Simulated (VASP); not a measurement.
Runs of VASP 6.6.1 on Co. The structure is that of space group P6_3/mmc (No. 194), or close to it. The cells are those of the table. 

```csv
task,cell,gap on the mesh (eV),pressure (GPa),moment (μB)
single point,"a = 2.429, b = 2.429, c = 3.918 Å, angles 90.0, 90.0, 120.0°, 2 atoms",none,-1.2,2.98
single point,"a = 2.461, b = 2.461, c = 3.970 Å, angles 90.0, 90.0, 120.0°, 2 atoms",none,(a),3.06
electric field gradients,"a = 2.429, b = 2.429, c = 3.918 Å, angles 90.0, 90.0, 120.0°, 2 atoms",none,-1.2,2.98
single point,"a = 2.446, b = 2.446, c = 3.944 Å, angles 90.0, 90.0, 120.0°, 2 atoms",none,-6.2,3.02
```

Alike in all rows: level LDA; potentials or basis VASP PAW LDA potentials, release 64 (Co); spin collinear, ferromagnetic start; k mesh 20 × 20 × 12; cutoff (eV) 520; smearing gaussian 0.05 eV.

Question: Fill in the values left out.

Answer: (a) -10.6.

A gap of «none» marks levels without a gap at the run's occupations.
